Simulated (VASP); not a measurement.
# H12C3N4 in VASP: notebook, part 2 of 2

VASP 6.6.1.

### 4 Single point, PBE

INCAR

```
SYSTEM = H12C3N4
PREC = Accurate ; ENCUT = 520
EDIFF = 1E-6 ; ISMEAR = -1
SIGMA = 0.02 ; LREAL = Auto
LASPH = .True. ; NELM = 60
ALGO = Normal ; ISIF = 2
LWAVE = .False. ; LCHARG = .False.
GGA = PE ; NBANDS = 69
```

KPOINTS

```
Automatic mesh
0
Gamma
  1 1 1
  0 0 0
```

POSCAR

```
H12C3N4
1.0
    8.4004530000      0.0000000000      0.0000000000
    0.0000000000      8.4004530000      0.0000000000
    0.0000000000      0.0000000000      8.4004530000
C N H
6 8 24
Direct
    0.9094747628      0.3988237301      0.0128207372
    0.8080992775      0.3808366049      0.1647768281
    0.4818311584      0.7537688741      0.0897927767
    0.3400173776      0.6660593185      0.1351831860
    0.9328068379      0.7110449877      0.6041697989
    1.0948576226      0.6453699580      0.6375013347
    0.7279488380      0.3693848415      0.2759255959
    0.2232736735      0.6006937959      0.1749310424
    1.2329573179      0.6291446426      0.6402392823
    0.3855982529      0.9601863138      0.6830226894
    0.2476175987      0.1690146948      0.2292257334
   -0.0571397757      0.9714833236      0.0758530522
    0.6069434589      0.4365240779      0.6575716810
    0.0614133547      0.2228808375      0.6574883521
    1.0180046243      0.4716293276      0.0509615374
    0.9305212469      0.2806991480     -0.0457475329
    0.8569180733      0.4791884438     -0.0776148620
    0.5597793357      0.7917192085      0.1898111923
    0.5623030091      0.6957600977     -0.0006785348
    0.4405238622      0.8685722068      0.0506282221
    0.8375500702      0.6479293438      0.6583216405
    0.9442943137      0.8358715893      0.6535242802
    0.9164267689      0.7089379585      0.4753434130
    0.4828072962      1.0012079110      0.6282399294
    0.2983767661      1.0393844237      0.6587263806
    0.3566950497      0.8494899025      0.6439890801
    0.3393150346      0.1767285645      0.1468968400
    0.2261544705      0.2751875405      0.2762231989
    0.2413441275      0.0813646597      0.3108641879
    0.0358909216      1.0495981586      0.0918759976
   -0.0360337710      0.8620130367      0.1211482286
   -0.0817932081      0.9655788801     -0.0466284378
    0.5635886541      0.4058709691      0.5409708262
    0.6166810290      0.3284346689      0.7144495660
    0.5239122224      0.5045680275      0.7089974791
    0.0007142472      0.2548791119      0.5571485252
   -0.0168205215      0.1797998275      0.7426385220
    0.0652583855      0.3270537910      0.7068309292
```

On the command line:

```bash
cat potpaw_PBE.64/C/POTCAR potpaw_PBE.64/N/POTCAR potpaw_PBE.64/H/POTCAR > POTCAR
mpirun -np 1 vasp_gam > vasp.out
```

Run time: 2.3 min. Hardware: 1 thread of AMD EPYC 7R43 (Zen 3), shared host; peak memory 0.49 GiB.

The run converged. Its results:

- Free energy: -207.7128 eV
- Pressure: -0.7 GPa
- Largest force: 3.623 eV/Å
- Band gap on the k mesh: 3.49 eV

Forces in eV/Å, atoms in the order of the input:
```
C   -0.146  0.689  1.529
C    1.542  0.314 -3.263
C    0.924 -0.019  0.207
C   -0.128 -0.545  0.426
C    2.142  0.874  0.513
C   -0.528  0.723 -0.748
N   -0.622 -0.079  1.046
N    0.641  0.385 -0.319
N   -0.330 -0.504  0.344
N   -0.117 -0.010  0.802
N   -0.126 -0.194 -1.622
N   -0.741  0.789 -1.347
N    0.450 -1.221 -2.096
N   -0.519 -1.644 -0.065
H   -0.481 -1.300 -0.298
H    0.151  0.792  0.779
H   -0.579 -0.354  0.375
H   -0.338 -0.705  0.129
H   -0.931  0.304  0.491
H   -0.211  0.610 -0.965
H   -0.864 -0.701  0.562
H   -0.471 -0.715 -0.589
H   -0.055  0.204 -0.172
H    0.795  0.064 -0.521
H   -0.588  0.195 -0.047
H   -0.013 -0.050 -0.158
H   -0.484 -0.532  1.093
H   -0.071  0.947  0.507
H    0.676 -0.197 -0.003
H    0.091 -0.449  0.262
H    0.394 -0.166 -0.124
H    0.326 -0.266  1.258
H    0.721  0.633  1.638
H   -0.252  0.451  0.088
H   -0.872  0.195  0.434
H   -0.504 -0.670 -0.227
H   -0.160 -0.765 -0.986
H    1.276  2.918  1.067
```

Stress tensor (GPa, compression positive):
```
-0.74 -0.43  0.20
-0.43  0.35 -0.05
 0.20 -0.05 -1.56
```

Levels at points of the mesh, in eV from the valence-band top:
```tsv
k point	band 42	band 43	band 44	band 45	band 46	band 47
(0.00, 0.00, 0.00)	-0.31	-0.10	0.00	3.49	4.48	4.69
```

Caveat: the k points lie up to 0.75 Å⁻¹ apart.

### 5 Single point, PBE

INCAR

```
PREC = Accurate
ENCUT = 520
EDIFF = 1E-7
ISMEAR = -1
SIGMA = 0.02
LREAL = Auto
LASPH = T
NELM = 60
ALGO = Normal
ISIF = 2
LWAVE = F
LCHARG = F
GGA = PE
NBANDS = 69
```

KPOINTS

```
Automatic mesh
0
Gamma
  1 1 1
```

POSCAR

```
H12C3N4
1.0
    8.4004530000      0.0000000000      0.0000000000
    0.0000000000      8.4004530000      0.0000000000
    0.0000000000      0.0000000000      8.4004530000
C N H
6 8 24
Direct
    0.8922137889      0.3945501510     -0.0045830862
    0.7845648324      0.3920026694      0.1352665148
    0.5079249893      0.7395672591      0.0996612921
    0.3548261028      0.6572859821      0.1495038422
    0.9214145951      0.6611191087      0.6235735144
    1.0973574877      0.6276923399      0.6346086336
    0.7031644603      0.3704443082      0.2441892122
    0.2457843642      0.5786711740      0.1805854994
    1.2352905254      0.6335729752      0.6722613650
    0.3456480264      0.9797328787      0.6913912857
    0.2613073366      0.1509204325      0.2279400885
   -0.0468784243      1.0120763725      0.0488664123
    0.6129312312      0.4219415310      0.5756475276
    0.0655083720      0.1925967564      0.6154787129
    0.9692929655      0.4982945563      0.0292008062
    0.9562817624      0.2902224440     -0.0209631552
    0.8198367398      0.4042520088     -0.1113511378
    0.6098956806      0.7016407329      0.1656934453
    0.5255192785      0.7244371226     -0.0259152691
    0.4978541038      0.8658580674      0.1380044624
    0.8629891745      0.6042293195      0.5280310478
    0.8632391610      0.6452033003      0.7439360711
    0.9138792872      0.7939214707      0.5889920460
    0.4588562069      0.9723999408      0.6337515370
    0.2663427794      1.0251351921      0.6078838844
    0.3095309265      0.8620130367      0.7063428603
    0.3649803171      0.1730263832      0.1594913989
    0.2368800825      0.2613906655      0.2617715973
    0.3081619527      0.1177674585      0.3376365536
    0.0202250998      1.0023149942      0.1437065358
   -0.1227076683      0.9210336633      0.0844240186
    0.0326530010      0.9547342268     -0.0275580376
    0.6536314173      0.3400054735      0.4949971150
    0.6078005555      0.3795747682      0.6887128587
    0.4929019899      0.4344646652      0.5558390720
    0.0210464840      0.2477009276      0.5215075901
   -0.0247843777      0.1850495444      0.6954743988
    0.1514323097      0.2575694430      0.6654641125
```

On the command line:

```bash
cat potpaw_PBE.64/C/POTCAR potpaw_PBE.64/N/POTCAR potpaw_PBE.64/H/POTCAR > POTCAR
mpirun -np 1 vasp_gam > vasp.out
```

Wall time 2.1 min (1 thread of AMD EPYC 7R43 (Zen 3), shared host); peak memory 0.49 GiB.

The run converged. Its results:

* Free energy: -207.4468 eV
* Pressure: -0.2 GPa
* Largest force: 3.670 eV/Å
* Band gap on the k mesh: 3.59 eV

Forces in eV/Å, atoms in the order of the input:
```
C   -1.392  2.756  1.743
C    1.054 -1.253 -1.575
C   -2.265  0.643  1.382
C    2.439  0.500 -0.674
C    1.719  2.192  0.904
C    1.852  0.867  1.478
N   -0.624  0.130  0.707
N   -0.726 -0.147  0.201
N   -3.391 -0.715 -1.207
N    1.064 -0.430 -0.904
N    1.934 -0.744  0.113
N   -0.707 -1.550 -1.306
N   -0.771  0.332  0.205
N   -0.382 -1.251  0.519
H   -0.001 -0.466 -1.097
H    1.203 -1.978  0.443
H   -0.106  0.711 -0.344
H    0.541 -0.977  0.520
H    0.027  0.144 -0.753
H   -0.185 -0.161 -0.680
H   -0.739 -1.181 -0.682
H    0.412 -0.081 -1.122
H    0.137 -1.194  0.606
H   -1.453  0.044  0.694
H    0.295 -0.098  0.472
H    0.358  0.569 -0.128
H   -0.947 -0.448  0.490
H   -0.920  1.828 -0.094
H   -0.017 -0.623 -0.483
H    1.748  0.999  2.162
H   -0.357  0.245 -0.832
H   -0.639  0.291 -0.155
H   -0.092  0.023  0.293
H    0.522 -0.533  0.234
H    0.177  0.248 -0.497
H   -0.374  0.819 -1.188
H   -0.079 -0.154  0.226
H    0.686  0.641  0.326
```

Stress tensor (GPa, compression positive):
```
-1.93 -0.60  0.98
-0.60  0.82 -0.18
 0.98 -0.18  0.44
```

Levels at points of the mesh, in eV from the valence-band top:
```csv
k point,band 42,band 43,band 44,band 45,band 46,band 47
"(0.00, 0.00, 0.00)",-0.63,-0.30,0.00,3.59,4.47,4.66
```

Caveat: the k points lie up to 0.75 Å⁻¹ apart.

### 6 Single point, PBE

INCAR

```
SYSTEM = H12C3N4
  PREC = Accurate
  ENCUT = 520
  EDIFF = 1E-7
  ISMEAR = -1
  SIGMA = 0.02
  LREAL = Auto
  LASPH = .True.
  NELM = 100
  ALGO = Normal
  ISIF = 2
  LWAVE = .False.
  LCHARG = .False.
  GGA = PE
  NBANDS = 69
```

KPOINTS

```
Automatic mesh
0
Gamma
  1 1 1
  0 0 0
```

POSCAR

```
H12C3N4
1.0
    8.4004530000      0.0000000000      0.0000000000
    0.0000000000      8.4004530000      0.0000000000
    0.0000000000      0.0000000000      8.4004530000
C N H
6 8 24
Direct
    0.8695245364      0.3445647514     -0.0283556137
    0.7807674181      0.3542547051      0.1179341162
    0.4000260462      0.7334366373      0.2670451224
    0.2930080080      0.6171810020      0.1895016852
    0.9822089356      0.7458883467      0.5579818136
    1.1313913666      0.6875581591      0.6186809211
    0.7032120768      0.3341724547      0.2309994473
    0.2324636540      0.5127699661      0.1231957372
    1.2295170272      0.6508577573      0.7069261622
    0.4654987058      1.0263613165      0.7761367155
    0.2507721905      0.1554916146      0.1480396355
   -0.0038450307      0.9386160484     -0.0295698339
    0.5850041658      0.4889379180      0.6270257092
    0.0601039015      0.1927991264      0.5825638213
    0.9996722796      0.3701109928      0.0080709933
    0.8646914637      0.2239403042     -0.0770910807
    0.8344549990      0.4390001349     -0.1177198420
    0.4876879854      0.6736541470      0.3420291739
    0.4572253425      0.8106467592      0.1875017931
    0.3274466270      0.8088492371      0.3554332129
    0.9157839464      0.6499411401      0.5066869608
    0.9214979240      0.8150869959      0.6573931192
    1.0086360819      0.8391809346      0.4635107178
    0.4753434130      1.1186658624      0.6977718940
    0.3567783785      1.0568001511      0.8377881526
    0.4171322666      0.9402350088      0.6999741562
    0.3597306002      0.1390639291      0.1859066410
    0.2316303656      0.2760327330      0.1297191949
    0.2096910726      0.1498133494      0.2620692003
    0.0833764560      0.9507939631      0.0551755959
   -0.0979232906      0.9656741131      0.0430929142
   -0.0232844586      0.8222294679     -0.0381884167
    0.6048126214      0.5333164771      0.5153531601
    0.5854684265      0.3650636460      0.6201689361
    0.4655939388      0.5001277907      0.6449176015
   -0.0623299720      0.1921086875      0.5648742990
    0.0824003182      0.1442541253      0.6917126969
    0.1087322315      0.3057216081      0.5847065628
```

Potentials or basis: VASP PAW PBE potentials, release 64 (C, N, H).

On the command line:

```bash
cat potpaw_PBE.64/C/POTCAR potpaw_PBE.64/N/POTCAR potpaw_PBE.64/H/POTCAR > POTCAR
mpirun -np 1 vasp_gam > vasp.out
```

Wall time 97 s (1 thread of AMD EPYC 7R43 (Zen 3), shared host); peak memory 0.49 GiB.

Results (log left out):

- Free energy: -207.7781 eV
- Pressure: 0.1 GPa
- Largest force: 3.253 eV/Å
- Band gap on the k mesh: 4.03 eV

Forces in eV/Å, atoms in the order of the input:
```
C    1.814  1.506  0.021
C   -0.513 -0.714 -0.386
C   -2.433 -0.346  2.132
C    1.793  0.929  0.544
C    0.425  2.302 -0.465
C   -1.644  0.627  0.129
N   -0.117  0.381  0.549
N   -0.860 -0.332 -0.299
N    1.964 -0.817  0.709
N   -2.397 -0.292  0.072
N   -1.977  0.279  0.487
N   -0.348  0.926  0.910
N   -0.320 -1.078  0.245
N   -0.067 -0.027 -0.154
H   -1.225 -0.265 -0.663
H   -0.117 -0.013 -0.130
H    0.052 -0.825  0.609
H    0.109 -0.353 -0.127
H    0.662  0.967 -1.359
H    0.662 -0.628 -0.981
H   -0.769 -0.446 -0.195
H    0.267 -0.887 -0.779
H   -0.343 -0.756  0.546
H    0.234  0.429 -0.055
H    1.600 -0.250 -0.403
H    0.569  0.076  0.510
H    2.776  0.137 -0.431
H    0.638 -0.333 -0.357
H   -1.311 -0.320  0.478
H    0.682  0.175 -0.435
H   -0.547  0.530 -0.239
H    0.182 -1.594 -0.440
H    0.079 -0.429 -0.062
H    0.748  0.611 -0.391
H   -0.351  0.867  0.300
H    0.876  0.439  0.156
H   -0.142 -0.080  0.051
H   -0.652 -0.397 -0.096
```

Stress tensor (GPa, compression positive):
```
 0.56 -0.32  0.23
-0.32 -0.02 -0.46
 0.23 -0.46 -0.27
```

Levels at points of the mesh, in eV from the valence-band top:
```
           k point  band 41  band 42  band 43  band 44  band 45  band 46  band 47  band 48
(0.00, 0.00, 0.00)    -0.39    -0.29    -0.19     0.00     4.03     4.89     5.06     5.37
```

Caveat: the k points lie up to 0.75 Å⁻¹ apart.
